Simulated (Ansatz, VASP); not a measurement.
Ta: VASP beside Ansatz

Contents of INCAR:

```
PREC     = Accurate       # precision mode
ENCUT    = 520            # plane-wave cutoff, eV
EDIFF    = 1E-7           # SCF threshold, eV
ISMEAR   = 0              # smearing method
SIGMA    = 0.15           # smearing width, eV
LREAL    = F              # projectors in reciprocal space
LASPH    = T              # aspherical terms in the spheres
NELM     = 100            # most SCF steps
ALGO     = Fast           # electronic algorithm
ISIF     = 2              # what is computed and relaxed
LWAVE    = F              # write WAVECAR
LCHARG   = F              # write CHGCAR
GGA      = PE             # functional
NBANDS   = 12             # bands
```

File KPOINTS:

```
Automatic mesh
0
Gamma
  20 20 20
```

The input POSCAR:

```
Ta
1.0
   -1.6815197507      1.6815197507      1.5839916052
    1.6815197507     -1.6815197507      1.5839916052
    1.6815197507      1.6815197507     -1.5839916052
Ta
1
Direct
    0.0000000000      0.0000000000      0.0000000000
```

Input for Ansatz:

```yaml
crystal:
  lattice:
    - [-1.6815197507, 1.6815197507, 1.5839916052]
    - [1.6815197507, -1.6815197507, 1.5839916052]
    - [1.6815197507, 1.6815197507, -1.5839916052]
  atoms:
    - { symbol: Ta, position: [0.0, 0.0, 0.0] }
basis:
  ecutwfc: 420
kpoints:
  mp_grid: { grid: [20, 20, 20] }
hamiltonian:
  xc: pbe
  pseudopotentials: { kind: paw, azcp: { folder: soft_1 } }
scf:
  occupations: { method: gaussian, width: 0.15 }
output:
  forces: true
  stress: true
  eigenvalues: true
```

Alike in both runs: task single point; functional PBE; k mesh 20 × 20 × 20; occupations gaussian, width 0.15 eV; no spin polarisation.

```csv
,VASP,Ansatz
version,VASP 6.6.1,Ansatz 0.2.0
potentials or method,"VASP PAW PBE potentials, release 64 (Ta_pv), cutoff 520 eV","scalar-relativistic, plane waves, PAW"
valence electrons in the cell,11,13
```

Ansatz gave:

* gap on the k mesh at the Fermi level (eV): none
* pressure (GPa): 4.6
* traceless stress, the component that is largest in VASP (GPa): 4.18

Task: Which values does VASP return?

Result: gap on the k mesh at the Fermi level (eV): none; pressure (GPa): 4.7; traceless stress, the component that is largest in VASP (GPa): 4.18.

A gap of «none» marks a metal or a gap that the smearing closes. VASP's potentials hold 11 valence electrons a cell and Ansatz's 13, so a difference there can come from the potentials and not from the codes.

Neither program's run includes spin-orbit coupling.
